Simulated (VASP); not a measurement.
# LaNb2N3 (P4/mmm) in VASP: single point with PBE

Aim: the single point of LaNb2N3 with PBE.

All numbers are computed with VASP 6.6.1; they aren't measurements. Logs are shortened: lines on timing, memory, paths and dates and some standing lists are left out, and cuts for length are marked.

### Step 1. The cell of the first run

The structure is tetragonal, space group P4/mmm (No. 123). Conventional cell: a = 3.498 Å, b = 3.498 Å, c = 6.611 Å, α = 90.00°, β = 90.00°, γ = 90.00°. La (site symmetry 4/mmm) has 6 N at 2.47 to 2.58 Å within 3.3 Å. Nb (site symmetry 4mm) has 5 N at 2.19 to 2.51 Å and 1 Nb at 2.24 Å within 2.9 Å. N (site symmetry 4mm) has 1 N at 1.44 Å within 1.9 Å. Within 2.9 Å of N (site symmetry 4/mmm) lie 2 Nb at 2.19 Å and 4 La at 2.47 Å.

### Step 2. Single point, PBE

File INCAR:

```
PREC = Accurate ; ENCUT = 520
EDIFF = 1E-7 ; ISMEAR = 0
SIGMA = 0.1 ; LREAL = F
LASPH = T ; NELM = 100
ALGO = Normal ; ISIF = 2
LWAVE = F ; LCHARG = T
GGA = PE ; LELF = T
LVHAR = T ; NBANDS = 35
```

File KPOINTS:

```
regular mesh
0
Gamma
  4 4 4
```

File POSCAR:

```
LaNb2N3
1.0
    3.4981011838      0.0000000000      0.0000000000
    0.0000000000      3.4981011838      0.0000000000
    0.0000000000      0.0000000000      6.6107991491
La Nb N
1 2 3
Direct
    0.0000000000      0.0000000000      0.0000000000
    0.5000000000      0.5000000000      0.6694553664
    0.5000000000      0.5000000000      0.3305446336
    0.0000000000      0.0000000000      0.6090982808
    0.0000000000      0.0000000000      0.3909017192
    0.5000000000      0.5000000000      0.0000000000
```

Potentials or basis: VASP PAW PBE potentials, release 64 (La, Nb_sv, N).

Run with:

```console
> cat potpaw_PBE.64/La/POTCAR potpaw_PBE.64/Nb_sv/POTCAR potpaw_PBE.64/N/POTCAR > POTCAR
> mpirun -np 1 vasp_std > vasp.out
```

OUTCAR:

```text
PREC = Accurate
   ENCUT = 520
   EDIFF = 1E-7
   ISMEAR = 0
   LREAL = F
   LASPH = T
   NELM = 100
   ISIF = 2
   GGA = PE

 ion  position               nearest neighbor table
   1  0.000  0.000  0.000-   6 2.47   6 2.47   6 2.47   6 2.47   4 2.58   5 2.58   3 3.30   3 3.30
                             2 3.30   3 3.30   2 3.30   2 3.30   3 3.30   2 3.30
   2  0.500  0.500  0.669-   6 2.19   3 2.24   1 3.30   1 3.30   1 3.30   1 3.30
   3  0.500  0.500  0.331-   6 2.19   2 2.24   1 3.30   1 3.30   1 3.30   1 3.30
   4  0.000  0.000  0.609-   5 1.44   1 2.58
   5  0.000  0.000  0.391-   4 1.44   1 2.58
   6  0.500  0.500  0.000-   2 2.19   3 2.19   1 2.47   1 2.47   1 2.47   1 2.47

  LATTYP: Found a simple tetragonal cell.
 ALAT       =     3.4981011838
 C/A-ratio  =     1.8898250227

  Lattice vectors:

 A1 = (   3.4981011838,   0.0000000000,   0.0000000000)
 A2 = (   0.0000000000,   3.4981011838,   0.0000000000)
 A3 = (   0.0000000000,   0.0000000000,   6.6107991491)

Analysis of symmetry for initial positions (statically):
=====================================================================
 Subroutine PRICEL returns:
 Original cell was already a primitive cell.

 Routine SETGRP: Setting up the symmetry group for a
 simple tetragonal supercell.

 Subroutine GETGRP returns: Found 16 space group operations
 (whereof 16 operations were pure point group operations)
 out of a pool of 16 trial point group operations.

The static configuration has the point symmetry D_4h.

Analysis of symmetry for dynamics (positions and initial velocities):
=====================================================================
 Subroutine PRICEL returns:
 Original cell was already a primitive cell.

 Routine SETGRP: Setting up the symmetry group for a
 simple tetragonal supercell.

 Subroutine GETGRP returns: Found 16 space group operations
 (whereof 16 operations were pure point group operations)
 out of a pool of 16 trial point group operations.

The dynamic configuration has the point symmetry D_4h.

 Subroutine INISYM returns: Found 16 space group operations
 (whereof 16 operations are pure point group operations),
 and found     1 'primitive' translations

----------------------------------------------------------------------------------------

                                     Primitive cell

  volume of cell :      80.8944

  direct lattice vectors                    reciprocal lattice vectors
     3.498101184  0.000000000  0.000000000     0.285869375  0.000000000  0.000000000
     0.000000000  3.498101184  0.000000000     0.000000000  0.285869375  0.000000000
     0.000000000  0.000000000  6.610799149     0.000000000  0.000000000  0.151267642

  length of vectors
     3.498101184  3.498101184  6.610799149     0.285869375  0.285869375  0.151267642

  position of ions in fractional coordinates (direct lattice)
     0.000000000  0.000000000  0.000000000
     0.500000000  0.500000000  0.669455366
     0.500000000  0.500000000  0.330544634
     0.000000000  0.000000000  0.609098281
     0.000000000  0.000000000  0.390901719
     0.500000000  0.500000000  0.000000000

  ion indices of the primitive-cell ions
   primitive index   ion index
                 1           1
                 2           2
                 3           3
                 4           4
                 5           5
                 6           6

----------------------------------------------------------------------------------------

 KPOINTS: regular mesh

Automatic generation of k-mesh.
 Grid dimensions read from file:
 generate k-points for:    4    4    4

 Generating k-lattice:

  Cartesian coordinates                     Fractional coordinates (reciprocal lattice)
     0.071467344  0.000000000  0.000000000     0.250000000  0.000000000  0.000000000
     0.000000000  0.071467344  0.000000000     0.000000000  0.250000000  0.000000000
     0.000000000  0.000000000  0.037816911     0.000000000  0.000000000  0.250000000

  Length of vectors
     0.071467344  0.071467344  0.037816911

  Shift w.r.t. Gamma in fractional coordinates (k-lattice)
     0.000000000  0.000000000  0.000000000

 Subroutine IBZKPT returns following result:
 ===========================================

 Found     18 irreducible k-points:

 Following reciprocal coordinates:
            Coordinates               Weight
  0.000000  0.000000  0.000000      1.000000
  0.250000  0.000000  0.000000      4.000000
  0.500000  0.000000  0.000000      2.000000
  0.250000  0.250000  0.000000      4.000000
  0.500000  0.250000  0.000000      4.000000
  0.500000  0.500000  0.000000      1.000000
[... 10 lines left out ...]
  0.500000  0.250000  0.500000      4.000000
  0.500000  0.500000  0.500000      1.000000
   k-points           NKPTS =     18   k-points in BZ     NKDIM =     18   number of bands    NBANDS=     35
   number of dos      NEDOS =    301   number of ions     NIONS =      6
   total plane-waves  NPLWV =  39200
   dimension x,y,z NGX =    28 NGY =   28 NGZ =   50
   dimension x,y,z NGXF=    56 NGYF=   56 NGZF=  100
   ions per type =               1   2   3
   NGX,Y,Z   is equivalent  to a cutoff of  13.31, 13.31, 12.57 a.u.
   NGXF,Y,Z  is equivalent  to a cutoff of  26.61, 26.61, 25.15 a.u.
 SYSTEM =  unknown system
   PREC   = accura    normal or accurate (medium, high low for compatibility)
   ISTART =      0    job   : 0-new  1-cont  2-samecut
   ICHARG =      2    charge: 1-file 2-atom 10-const
   ISPIN  =      1    spin polarized calculation?
   LNONCOLLINEAR =      F non collinear calculations
   LSORBIT =      F    spin-orbit coupling
   LASPH  =      T    aspherical Exc in radial PAW
   ENCUT  =  520.0 eV  38.22 Ry    6.18 a.u.   6.50  6.50 12.29*2*pi/ulx,y,z
   NELM   =    100;   NELMIN=  2; NELMDL= -5     # of ELM steps
   EDIFF  = 0.1E-06   stopping-criterion for ELM
   LREAL  =      F    real-space projection
   EDIFFG = 0.1E-05   stopping-criterion for IOM
   NSW    =      0    number of steps for IOM
   IBRION =     -1    ionic relax: 0-MD 1-quasi-New 2-CG
   NFREE  =      0    steps in history (QN), initial steepest desc. (CG)
   ISIF   =      2    stress and relaxation
   ISYM   =      2    0-nonsym 1-usesym 2-fastsym
   POTIM  = 0.5000    time-step for ionic-motion
   TEBEG  =    0.0;   TEEND  =   0.0 temperature during run
   PSTRESS=    0.0 pullay stress
   NELECT =      52.0000    total number of electrons
   NUPDOWN=      -1.0000    fix difference up-down
   EMIN   =  10.00;   EMAX   =-10.00  energy-range for DOS
   EFERMI =   0.00;   METHOD = LEGACY
   ISMEAR =     0;   SIGMA  =   0.10  broadening in eV -4-tet -1-fermi 0-gaus
   EFERMI_NEDOS =   21; number of points for ismear=-14 and -15
   IALGO  =     38    algorithm
   IMIX   =      4    mixing-type and parameters
     AMIX     =   0.40;   BMIX     =  1.00
     AMIX_MAG =   1.60;   BMIX_MAG =  1.00
  volume/ion in A,a.u.               =      13.48        90.98
  Fermi-wavevector in a.u.,A,eV,Ry     =   1.412873  2.669942 27.160078  1.996209
  Thomas-Fermi vector in A             =   2.534577
   LORBIT       =      0    0 simple, 1 ext, 2 COOP (PROOUT), +10 PAW based schemes
   GGA     = PE    functional components
   LHFCALC =     F    Hartree Fock is set to
   AEXX    =    0.0000 exact exchange contribution
   IVDW    =     0    specifies the selected vdW correction
   LEPSILON=     F    determine dielectric tensor
   LRPA    =     F    only Hartree local field effects (RPA)
 non-spin polarized calculation
 Gauss-broadening in eV      SIGMA  =   0.10
  energy-cutoff  :      520.00
  volume of cell :       80.89
 maximum number of plane-waves:      2216
 NGX is ok and might be reduce to    28
   NGX = 13   NGY = 13   NGZ = 25

 number of electron      52.0000005 magnetization

 Free energy of the ion-electron system (eV)
  ---------------------------------------------------
  ext. energy  EPLUGINS =         0.00000000
  ---------------------------------------------------
  free energy    TOTEN  =       -50.76579037 eV

  energy without entropy =      -50.75096205  energy(sigma->0) =      -50.75837621

 E-fermi :  11.0878     XC(G=0): -12.0807

 val. band max:       11.0810771853   @ k =   0.5000   0.5000   0.0000
 cond. band min:      11.1916663200   @ k =   0.2500   0.0000   0.2500
 fundamental gap:      0.1105891347
 Fermi energy:        11.0878330372

 k-point     1 :       0.0000    0.0000    0.0000
  band No.  band energies     occupation
      1     -44.4893      2.00000
      2     -43.8899      2.00000
      3     -21.8495      2.00000
      4     -20.7340      2.00000
      5     -20.4617      2.00000
      6     -20.4617      2.00000
[... 27 lines left out ...]
     34      12.7051      0.00000
     35      13.2295      0.00000

 k-point     2 :       0.2500    0.0000    0.0000
  band No.  band energies     occupation
      1     -44.4844      2.00000
      2     -43.8855      2.00000
      3     -21.8097      2.00000
      4     -20.7687      2.00000
      5     -20.4570      2.00000
      6     -20.4512      2.00000
[... 27 lines left out ...]
     34      14.2775      0.00000
     35      14.2883      0.00000

 k-point     3 :       0.5000    0.0000    0.0000
  band No.  band energies     occupation
      1     -44.4794      2.00000
      2     -43.8811      2.00000
      3     -21.7711      2.00000
      4     -20.8299      2.00000
      5     -20.4407      2.00000
      6     -20.4195      2.00000
[... 27 lines left out ...]
     34      14.5405      0.00000
     35      14.6482      0.00000
[... 495 lines left out ...]
 k-point    17 :       0.5000    0.2500    0.5000
  band No.  band energies     occupation
      1     -44.4744      2.00000
      2     -43.8772      2.00000
      3     -21.7453      2.00000
      4     -20.6237      2.00000
      5     -20.5802      2.00000
      6     -20.5211      2.00000
[... 27 lines left out ...]
     34      14.3965      0.00000
     35      14.4206      0.00000

 k-point    18 :       0.5000    0.5000    0.5000
  band No.  band energies     occupation
      1     -44.4696      2.00000
      2     -43.8729      2.00000
      3     -21.7369      2.00000
      4     -20.6011      2.00000
      5     -20.6011      2.00000
      6     -20.4400      2.00000
[... 27 lines left out ...]
     34      14.3803      0.00000
     35      14.4398      0.00000

------------------------ aborting loop because EDIFF is reached ----------------------------------------

  FORCE on cell =-STRESS in cart. coord.  units (eV):
  Direction    XX          YY          ZZ          XY          YZ          ZX
  --------------------------------------------------------------------------------------
  -------------------------------------------------------------------------------------
  Total       -0.1886946     -0.1886946      0.0181399      0.0000000     -0.0000000      0.0000000
  in kB       -3.7372441     -3.7372441      0.3592742      0.0000000     -0.0000000      0.0000000
  external PRESSURE =      -2.3717380 kB  Pullay stress =       0.0000000 kB

 VOLUME and BASIS-vectors are now :
 -----------------------------------------------------------------------------
  energy-cutoff  :      520.00
  volume of cell :       80.89
      direct lattice vectors                 reciprocal lattice vectors
     3.498101184  0.000000000  0.000000000     0.285869375  0.000000000  0.000000000
     0.000000000  3.498101184  0.000000000     0.000000000  0.285869375  0.000000000
     0.000000000  0.000000000  6.610799149     0.000000000  0.000000000  0.151267642

 POSITION                                       TOTAL-FORCE (eV/Angst)
 -----------------------------------------------------------------------------------
      0.00000      0.00000      0.00000        -0.000000      0.000000      0.000000
      1.74905      1.74905      4.42563         0.000000     -0.000000      0.023283
      1.74905      1.74905      2.18516        -0.000000     -0.000000     -0.023283
      0.00000      0.00000      4.02663        -0.000000      0.000000      0.084787
      0.00000      0.00000      2.58417        -0.000000      0.000000     -0.084787
      1.74905      1.74905      0.00000        -0.000000      0.000000      0.000000
 -----------------------------------------------------------------------------------
    total drift:                                0.000000      0.000000      0.000000

  FREE ENERGIE OF THE ION-ELECTRON SYSTEM (eV)
  ---------------------------------------------------
  free  energy   TOTEN  =       -50.7657903737 eV

  energy  without entropy=      -50.7509620483  energy(sigma->0) =      -50.75837621
```

Wall time 40 s (1 thread of Intel Xeon 6975P-C (Granite Rapids), shared host); peak memory 0.22 GiB.

What came out:

* Free energy: -50.7658 eV
* Pressure: -0.2 GPa
* Largest force: 0.085 eV/Å
* Band gap on the k mesh: zero (band 26 reaches 12.67 eV, above the bottom of band 27 at 10.40 eV)

Forces in eV/Å, atoms in the order of the input:
```
La   0.000  0.000  0.000
Nb   0.000  0.000  0.023
Nb   0.000  0.000 -0.023
N    0.000  0.000  0.085
N    0.000  0.000 -0.085
N    0.000  0.000  0.000
```

Levels at points of the mesh, in eV from the Fermi level:
| k point | band 23 | band 24 | band 25 | band 26 | band 27 | band 28 | band 29 | band 30 |
| --- | --- | --- | --- | --- | --- | --- | --- | --- |
| (0.00, 0.00, 0.00) | -1.19 | -0.97 | -0.97 | -0.42 | -0.13 | -0.13 | 0.16 | 0.38 |
| (0.50, 0.00, 0.00) | -2.93 | -1.41 | -0.54 | -0.33 | 0.45 | 0.87 | 1.94 | 2.07 |
| (0.50, 0.50, 0.00) | -2.34 | -0.35 | -0.35 | -0.32 | -0.01 | -0.01 | 1.73 | 1.84 |
| (0.00, 0.00, 0.50) | -2.10 | -1.44 | -1.44 | -0.68 | -0.68 | 0.42 | 0.59 | 1.04 |
| (0.50, 0.00, 0.50) | -2.67 | -2.20 | -1.47 | -0.17 | 1.16 | 1.30 | 1.90 | 2.48 |
| (0.50, 0.50, 0.50) | -1.78 | -1.59 | -1.59 | 1.58 | 1.68 | 1.85 | 2.17 | 2.17 |

Caveat: the k points lie up to 0.45 Å⁻¹ apart; spin-orbit coupling is left out, which moves the levels of the heavy elements.
